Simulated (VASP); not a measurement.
Na2TeP2: single point with PBE

Crystal: Na2TeP2.

```
Na Te P
1.0
    -2.27196    2.27196    5.41954
     2.27196   -2.27196    5.41954
     2.27196    2.27196   -5.41954
Na Te P
2 1 2
Direct
  0.36971 0.36971 0.00000
  0.63029 0.63029 0.00000
  0.00000 0.00000 0.00000
  0.75000 0.25000 0.50000
  0.25000 0.75000 0.50000
```

```yaml
Program: VASP 6.6.1
Task: single point
Functional: PBE
Potentials_or_basis: VASP PAW PBE potentials, release 64 (Na_pv, Te, P)
Cutoff: 520 eV
k_mesh: 6 × 6 × 6
Occupations: gaussian, width 0.1 eV
Spin: no spin polarisation
Dipole_correction: no
Further_INCAR_settings: ALGO = Normal; EDIFF = 1e-07; NBANDS = 23
```

The pressure is 2.4 GPa and the largest force is 1.015 eV/Å. The band gap on the k mesh is zero (band 15 reaches 4.79 eV, above the bottom of band 16 at 3.81 eV).

Forces on the atoms (eV/Å):
```
Na   0.000  0.000  1.015
Na   0.000  0.000 -1.015
Te   0.000  0.000  0.000
P    0.000  0.000  0.000
P    0.000  0.000  0.000
```

Stress tensor (GPa, compression positive):
```
1.49 0.00 0.00
0.00 1.49 0.00
0.00 0.00 4.18
```

Levels at points of the mesh, in eV from the Fermi level:
```csv
k point,band 12,band 13,band 14,band 15,band 16,band 17,band 18,band 19
"(0.00, 0.00, 0.00)",-2.61,-1.21,-1.21,-0.56,1.14,1.60,1.60,2.39
"(0.50, 0.00, 0.00)",-1.81,-1.35,-1.21,-0.91,-0.31,-0.01,1.40,4.66
"(0.50, 0.50, 0.00)",-3.47,-1.96,-1.25,-0.36,1.23,2.22,2.25,2.27
"(0.50, 0.50, 0.50)",-1.80,-0.77,-0.24,-0.24,-0.12,1.52,1.52,2.71
```

Run time: 83 s on 1 thread of Intel(R) Xeon(R) Platinum 8375C CPU @ 2.90GHz (Ice Lake), on a shared host, peak memory 0.35 GiB.

Caveat: spin-orbit coupling is left out, which moves the levels of the heavy elements; forces of over 1 eV/Å act on the atoms, so gaps and moduli don't describe the material at rest.
